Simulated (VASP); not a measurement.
# ZnNi (P4/mmm) in VASP: a series of runs

ZnNi is run at these levels: LDA; tasks: relaxation of shape and atoms at fixed volume.

Everything below comes from runs of VASP 6.6.1. Logs are shortened: lines on timing, memory, paths and dates and some standing lists are left out, and cuts for length are marked.

## (1) The cell of the first run

The structure is tetragonal, space group P4/mmm (No. 123). Conventional cell: a = 2.615 Å, b = 2.615 Å, c = 3.171 Å, α = 90.00°, β = 90.00°, γ = 90.00°. Zn (site symmetry 4/mmm) has 8 Ni at 2.44 Å and 6 Zn at 2.61 to 3.17 Å within 3.2 Å. Within 3.2 Å of Ni (site symmetry 4/mmm) lie 8 Zn at 2.44 Å and 6 Ni at 2.61 to 3.17 Å.

## (2) Relaxation of shape and atoms at fixed volume, LDA (10.84 Å³/atom)

Input file INCAR:

```
PREC     = Accurate       # precision mode
ENCUT    = 600            # plane-wave cutoff, eV
EDIFF    = 1E-7           # SCF threshold, eV
ISMEAR   = -1             # smearing method
SIGMA    = 0.15           # smearing width, eV
LREAL    = F              # projectors in reciprocal space
LASPH    = T              # aspherical terms in the spheres
NELM     = 100            # most SCF steps
ALGO     = Fast           # electronic algorithm
ISIF     = 4              # what is computed and relaxed
LWAVE    = F              # write WAVECAR
LCHARG   = F              # write CHGCAR
IBRION   = 2              # ionic algorithm
NSW      = 80             # ionic steps
EDIFFG   = -0.001         # ionic threshold
```

Input file KPOINTS:

```
Automatic mesh
0
Gamma
  16 16 14
```

Input file POSCAR:

```
ZnNi
1.0
    2.6146117893      0.0000000000      0.0000000000
    0.0000000000      2.6146117893      0.0000000000
    0.0000000000      0.0000000000      3.1711660685
Zn Ni
1 1
Direct
    0.5000000000      0.5000000000      0.5000000000
    0.0000000000      0.0000000000      0.0000000000
```

Potentials or basis: VASP PAW LDA potentials, release 64 (Zn, Ni).

Command:

```
$ cat potpaw_LDA.64/Zn/POTCAR potpaw_LDA.64/Ni/POTCAR > POTCAR
$ mpirun -np 1 vasp_std > vasp.out
```

OUTCAR:

```text
PREC = Accurate
   ENCUT = 600
   EDIFF = 1E-7
   ISMEAR = -1
   LREAL = F
   LASPH = T
   NELM = 100
   ISIF = 4
   IBRION = 2
   NSW = 80
   EDIFFG = -0.001

 ion  position               nearest neighbor table
   1  0.500  0.500  0.500-   2 2.44   2 2.44   2 2.44   2 2.44   2 2.44   2 2.44   2 2.44   2 2.44

   2  0.000  0.000  0.000-   1 2.44   1 2.44   1 2.44   1 2.44   1 2.44   1 2.44   1 2.44   1 2.44

  LATTYP: Found a simple tetragonal cell.
 ALAT       =     2.6146117893
 C/A-ratio  =     1.2128630650

  Lattice vectors:

 A1 = (   2.6146117893,   0.0000000000,   0.0000000000)
 A2 = (   0.0000000000,   2.6146117893,   0.0000000000)
 A3 = (   0.0000000000,   0.0000000000,   3.1711660685)

Analysis of symmetry for initial positions (statically):
=====================================================================
 Subroutine PRICEL returns:
 Original cell was already a primitive cell.

 Routine SETGRP: Setting up the symmetry group for a
 simple tetragonal supercell.

 Subroutine GETGRP returns: Found 16 space group operations
 (whereof 16 operations were pure point group operations)
 out of a pool of 16 trial point group operations.

The static configuration has the point symmetry D_4h.

Analysis of symmetry for dynamics (positions and initial velocities):
=====================================================================
 Subroutine PRICEL returns:
 Original cell was already a primitive cell.

 Routine SETGRP: Setting up the symmetry group for a
 simple tetragonal supercell.

 Subroutine GETGRP returns: Found 16 space group operations
 (whereof 16 operations were pure point group operations)
 out of a pool of 16 trial point group operations.

The dynamic configuration has the point symmetry D_4h.

 Subroutine INISYM returns: Found 16 space group operations
 (whereof 16 operations are pure point group operations),
 and found     1 'primitive' translations

----------------------------------------------------------------------------------------

                                     Primitive cell

  volume of cell :      21.6787

  direct lattice vectors                    reciprocal lattice vectors
     2.614611789  0.000000000  0.000000000     0.382465957  0.000000000  0.000000000
     0.000000000  2.614611789  0.000000000     0.000000000  0.382465957  0.000000000
     0.000000000  0.000000000  3.171166068     0.000000000  0.000000000  0.315341417

  length of vectors
     2.614611789  2.614611789  3.171166068     0.382465957  0.382465957  0.315341417

  position of ions in fractional coordinates (direct lattice)
     0.500000000  0.500000000  0.500000000
     0.000000000  0.000000000  0.000000000

  ion indices of the primitive-cell ions
[... 101 lines left out ...]
   LHFCALC =     F    Hartree Fock is set to
   AEXX    =    0.0000 exact exchange contribution
   IVDW    =     0    specifies the selected vdW correction
   LEPSILON=     F    determine dielectric tensor
   LRPA    =     F    only Hartree local field effects (RPA)
 conjugate gradient relaxation of ions
 non-spin polarized calculation
 RMM-DIIS sequential band-by-band and
  energy-cutoff  :      600.00
  volume of cell :       21.68
 maximum number of plane-waves:       752
 NGX is ok and might be reduce to    24
   NGX = 11   NGY = 11   NGZ = 13

--------------------------------------- Ionic step        1  -------------------------------------------

 number of electron      21.9999998 magnetization

 Free energy of the ion-electron system (eV)
  ---------------------------------------------------
  ext. energy  EPLUGINS =         0.00000000
  ---------------------------------------------------
  free energy    TOTEN  =        -9.07266056 eV

  energy without entropy =       -9.02249115  energy(sigma->0) =       -9.04757586

------------------------ aborting loop because EDIFF is reached ----------------------------------------

  FORCE on cell =-STRESS in cart. coord.  units (eV):
  Direction    XX          YY          ZZ          XY          YZ          ZX
  --------------------------------------------------------------------------------------
  -------------------------------------------------------------------------------------
  Total        0.6826415      0.6826415      0.6658824      0.0000000     -0.0000000      0.0000000
  in kB       50.4510081     50.4510081     49.2124201      0.0000000     -0.0000000      0.0000000
  external PRESSURE =      50.0381454 kB  Pullay stress =       0.0000000 kB
[... 131 lines left out ...]
--------------------------------------- Ionic step        5  -------------------------------------------

 number of electron      21.9999999 magnetization

 Free energy of the ion-electron system (eV)
  ---------------------------------------------------
  ext. energy  EPLUGINS =         0.00000000
  ---------------------------------------------------
  free energy    TOTEN  =        -9.07267719 eV

  energy without entropy =       -9.02254497  energy(sigma->0) =       -9.04761108

 E-fermi :   6.9894     XC(G=0): -13.7066

 val. band max:        6.9886146812   @ k =   0.2500   0.0000   0.3571
 cond. band min:       6.9953719839   @ k =   0.4375   0.0000   0.3571
 fundamental gap:      0.0067573027
 Fermi energy:         6.9893785315

 k-point     1 :       0.0000    0.0000    0.0000
  band No.  band energies     occupation
      1      -3.8964      2.00000
      2      -1.1687      2.00000
      3      -1.0750      2.00000
      4      -0.1186      2.00000
      5      -0.1186      2.00000
      6       0.1173      2.00000
      7       4.3140      2.00000
      8       4.5746      2.00000
      9       5.9762      1.99767
     10       5.9762      1.99767
     11       6.2623      1.98442
     12      10.3235      0.00000
     13      17.0525      0.00000
     14      17.3284      0.00000
[... 401 lines left out ...]
      2      -0.6131      2.00000
      3      -0.5876      2.00000
      4      -0.5441      2.00000
      5      -0.1020      2.00000
      6       1.8225      2.00000
      7       2.9211      2.00000
      8       4.5648      2.00000
      9       4.6188      2.00000
     10       5.5248      1.99989
     11       5.8152      1.99920
     12       7.4578      0.08433
     13      18.3918      0.00000
     14      18.8114      0.00000
     15      19.4592      0.00000

 [... further k-points ...]

------------------------ aborting loop because EDIFF is reached ----------------------------------------

  FORCE on cell =-STRESS in cart. coord.  units (eV):
  Direction    XX          YY          ZZ          XY          YZ          ZX
  --------------------------------------------------------------------------------------
  -------------------------------------------------------------------------------------
  Total        0.6762662      0.6762662      0.6780494      0.0000000     -0.0000000      0.0000000
  in kB       49.9798369     49.9798369     50.1116236      0.0000000     -0.0000000      0.0000000
  external PRESSURE =      50.0237658 kB  Pullay stress =       0.0000000 kB
[... 17 lines left out ...]
  FREE ENERGIE OF THE ION-ELECTRON SYSTEM (eV)
  ---------------------------------------------------
  free  energy   TOTEN  =        -9.0726771888 eV

  energy  without entropy=       -9.0225449745  energy(sigma->0) =       -9.04761108

 reached required accuracy - stopping structural energy minimisation
```

OSZICAR:

```text
N       E                     dE             d eps       ncg     rms          rms(c)
DAV:   1     0.986687979186E+02    0.98669E+02   -0.12089E+04 11376   0.255E+03
DAV:   2    -0.708399496372E+01   -0.10575E+03   -0.10293E+03 10905   0.326E+02
DAV:   3    -0.100667257943E+02   -0.29827E+01   -0.29648E+01 12928   0.706E+01
DAV:   4    -0.100920407043E+02   -0.25315E-01   -0.25312E-01 13991   0.541E+00
[... 36 lines left out ...]
DAV:   1    -0.907273429353E+01   -0.58697E-04   -0.15690E-03 11808   0.403E-01    0.543E-02
RMM:   2    -0.907269597996E+01    0.38314E-04   -0.15974E-05 10800   0.522E-02    0.312E-02
RMM:   3    -0.907267873262E+01    0.17247E-04   -0.16136E-05 10800   0.457E-02    0.126E-02
RMM:   4    -0.907267722196E+01    0.15107E-05   -0.46939E-06 10529   0.291E-02    0.236E-03
RMM:   5    -0.907267718881E+01    0.33158E-07   -0.39431E-07  8294   0.685E-03
   5 F= -.90726772E+01 E0= -.90476111E+01  d E =-.166259E-04
```

CONTCAR:

```text
ZnNi
   1.00000000000000
     2.6174386797013374    0.0000000000000000    0.0000000000000000
     0.0000000000000000    2.6174386797013374   -0.0000000000000001
     0.0000000000000000   -0.0000000000000000    3.1643199115744673
  Zn              Ni
     1     1
Direct
     0.5000000000000000    0.5000000000000000    0.5000000000000000
     0.0000000000000000    0.0000000000000000    0.0000000000000000

  0.00000000E+00  0.00000000E+00  0.00000000E+00
  0.00000000E+00  0.00000000E+00  0.00000000E+00
```

It took 3.4 min on 1 thread of AMD EPYC 9R45 (Zen 5), shared host; peak memory 0.24 GiB.

What came out:

* Free energy: -9.0727 eV
* Energy gained by relaxing: 0.0 meV/atom
* Ionic steps: 5
* Pressure after relaxing: 5.0 GPa
* Band gap on the k mesh: zero (bands 11 and 12 overlap by 6.75 eV)

Final structure:
```cif
data_structure
_symmetry_space_group_name_H-M 'P 1'
_symmetry_Int_Tables_number 1
_cell_length_a 2.6174
_cell_length_b 2.6174
_cell_length_c 3.1643
_cell_angle_alpha 90.000
_cell_angle_beta 90.000
_cell_angle_gamma 90.000
_cell_volume 21.68
loop_
_atom_site_label
_atom_site_type_symbol
_atom_site_fract_x
_atom_site_fract_y
_atom_site_fract_z
_atom_site_occupancy
Zn1 Zn 0.50000 0.50000 0.50000 1
Ni1 Ni 0.00000 0.00000 0.00000 1
```

Spin polarisation is off, so any magnetic state and its effect on volume and gap are missing.

(Continued in part 2 of 2.)
